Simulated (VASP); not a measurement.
The system is GaMo.

```
Ga Mo
1.0
     0.00000    2.62421    2.62421
     2.62421    0.00000    2.62421
     2.62421    2.62421    0.00000
Ga Mo
1 1
Direct
  0.00000 0.00000 0.00000
  0.25000 0.25000 0.25000
```

```yaml
Program: VASP 6.6.1
Task: relaxation of cell and atoms
Functional: PBE
Potentials_or_basis: VASP PAW PBE potentials, release 64 (Ga_d, Mo_sv)
Cutoff: 600 eV
k_mesh: 6 × 6 × 6
Occupations: gaussian, width 0.2 eV
Spin: no spin polarisation
```

At the start: pressure 33.9 GPa; volume 18.07 Å³/atom.

Q: Where does the relaxation end?

A: Over 4 steps the energy falls by 437.0 meV/atom and the volume is 23.32 Å³/atom (+29.0 %); space group F-43m (No. 216, to 0.05 Å).

The path:
```csv
step,energy change (eV),largest force (eV/Å),pressure (GPa),volume (Å³)
1,0.0000,0.0000,33.90,36.14
2,-0.2791,0.0000,-11.20,60.06
3,-0.8735,0.0000,-0.56,46.88
4,-0.8740,0.0000,-0.11,46.64
```

Final structure:
```
Ga Mo
1.0
     0.00000    2.85697    2.85697
     2.85697    0.00000    2.85697
     2.85697    2.85697    0.00000
Ga Mo
1 1
Cartesian
  0.0000 0.0000 0.0000
  1.4285 1.4285 1.4285
```

Caveat: the volume moved by over 15 % at a fixed basis, so the end points are rough.
